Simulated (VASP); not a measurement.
Wanted: the native input for a VASP 6.6.1 run.

```yaml
Task: relaxation of cell and atoms
Functional: PBE
Dispersion: D3(BJ)
Potentials_or_basis: VASP PAW PBE potentials, release 64 (Cu, I)
Cutoff: 600 eV
k_mesh: 8 × 8 × 6
Occupations: gaussian, width 0.01 eV
Spin: no spin polarisation
Target_pressure: 4.23 GPa
Dipole_correction: no
Further_INCAR_settings: ALGO = Normal; EDIFF = 1e-07; IBRION = 2; EDIFFG = -0.002; NSW = 80; ISIF = 3
```

The structure of CuI lies in POSCAR:

```
CuI
1.0
    3.9207173420      0.0000000000      0.0000000000
    0.0000000000      3.9207173420      0.0000000000
    0.0000000000      0.0000000000      5.8304162831
Cu I
2 2
Direct
    0.5000000000      0.5000000000      0.0000000000
    0.0000000000      0.0000000000      0.0000000000
    0.5000000000      0.0000000000      0.2945163168
    0.0000000000      0.5000000000      0.7054836832
```

The input as run:

INCAR

```
PREC     = Accurate       # precision mode
ENCUT    = 600            # plane-wave cutoff, eV
EDIFF    = 1E-7           # SCF threshold, eV
ISMEAR   = 0              # smearing method
SIGMA    = 0.01           # smearing width, eV
LREAL    = False          # projectors in reciprocal space
LASPH    = True           # aspherical terms in the spheres
NELM     = 100            # most SCF steps
ALGO     = Normal         # electronic algorithm
ISIF     = 3              # what is computed and relaxed
LWAVE    = False          # write WAVECAR
LCHARG   = False          # write CHGCAR
GGA      = PE             # functional
IVDW     = 12             # dispersion correction
IBRION   = 2              # ionic algorithm
NSW      = 80             # ionic steps
EDIFFG   = -0.002         # ionic threshold
PSTRESS  = 42.300000000000004
```

KPOINTS

```
Automatic mesh
0
Gamma
  8 8 6
```

Potentials or basis: VASP PAW PBE potentials, release 64 (Cu, I).

Run with:

```console
$ cat potpaw_PBE.64/Cu/POTCAR potpaw_PBE.64/I/POTCAR > POTCAR
$ mpirun -np 1 vasp_std > vasp.out
```

Results of the run:

| Item | Value |
| --- | --- |
| Relaxed volume | 22.39 Å³/atom |
| Relaxed cell | a = 3.917 Å, b = 3.917 Å, c = 5.837 Å, α = 90.00°, β = 90.00°, γ = 90.00° |
| Space group after relaxing (to 0.1 Å) | P4/nmm (No. 129) |
| Energy change on relaxing (the run minimises the enthalpy) | +0.3 meV/atom |
| Ionic steps | 12 |
| Pressure after relaxing | 4.2 GPa |
| Band gap on the k mesh | 1.53 eV |
| Dispersion energy per atom | -0.431 eV |

Caveat: the cell is relaxed towards a set pressure, so the run minimises the enthalpy, not the energy; spin-orbit coupling is left out, which moves the levels of the heavy elements.

It took 8.8 min on 1 thread of Intel(R) Xeon(R) Platinum 8124M CPU @ 3.00GHz (Skylake/Cascade Lake), on a shared host, peak memory 0.32 GiB.
